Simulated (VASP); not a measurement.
Crystal: Be2Sb3P.

```
CELL_PARAMETERS angstrom
4.85301 0.00000 0.00000
-2.42651 4.20283 0.00000
0.00000 0.00000 6.14084
ATOMIC_POSITIONS crystal
Be 0.66667 0.33333 0.17589
Be 0.66667 0.33333 0.82411
Sb 0.00000 0.00000 0.50000
Sb 0.33333 0.66667 0.00000
Sb 0.33333 0.66667 0.50000
P 0.00000 0.00000 0.00000
```

- Program: VASP 6.6.1
- Task: relaxation of cell and atoms
- Functional: r2SCAN
- Dispersion: rVV10
- Potentials or basis: VASP PAW PBE potentials, release 64 (Be, Sb, P)
- Cutoff: 600 eV
- k mesh: 6 × 6 × 4
- Occupations: fermi-dirac, width 0.03 eV
- Spin: no spin polarisation

At the start: pressure 2.2 GPa; volume 20.88 Å³/atom.

**Question.** Where does the relaxation end?

**Answer.** Over 12 steps the energy falls by 34.0 meV/atom and the volume is 21.31 Å³/atom (+2.1 %); space group P-6m2 (No. 187, to 0.1 Å) before and after.

The path:
| step | energy change (eV) | largest force (eV/Å) | pressure (GPa) | volume (Å³) |
| --- | --- | --- | --- | --- |
| 1 | 0.0000 | 0.0844 | 2.20 | 125.25 |
| 2 | -0.1877 | 0.1563 | -0.96 | 130.35 |
| 3 | -0.1877 | 0.1517 | -0.93 | 130.29 |
| 4 | -0.1977 | 0.2267 | 0.07 | 128.18 |
| 5 | -0.1977 | 0.2266 | 0.06 | 128.19 |
| 6 | -0.2019 | 0.1136 | 0.14 | 127.81 |
| 7 | -0.2030 | 0.0293 | 0.22 | 127.47 |
| 8 | -0.2037 | 0.0011 | -0.09 | 128.02 |
| 9 | -0.2037 | 0.0034 | -0.04 | 127.94 |
| 10 | -0.2037 | 0.0030 | -0.04 | 127.95 |
| 11 | -0.2037 | 0.0025 | -0.05 | 127.96 |
| 12 | -0.2037 | 0.0065 | 0.00 | 127.87 |

Final structure:
```yaml
crystal:
  lattice:
    - [5.00693, 0.00000, 0.00000]
    - [-2.50346, 4.33613, 0.00000]
    - [0.00000, 0.00000, 5.88955]
  atoms:
    - { symbol: Be, position: [0.66667, 0.33333, 0.18126] }
    - { symbol: Be, position: [0.66667, 0.33333, 0.81874] }
    - { symbol: Sb, position: [0.00000, 0.00000, 0.50000] }
    - { symbol: Sb, position: [0.33333, 0.66667, 0.00000] }
    - { symbol: Sb, position: [0.33333, 0.66667, 0.50000] }
    - { symbol: P, position: [0.00000, 0.00000, 0.00000] }
```

Caveat: the highest band is partly filled, so the run has too few bands; the PAW data sets were made with another functional, which shifts forces and pressure a little.
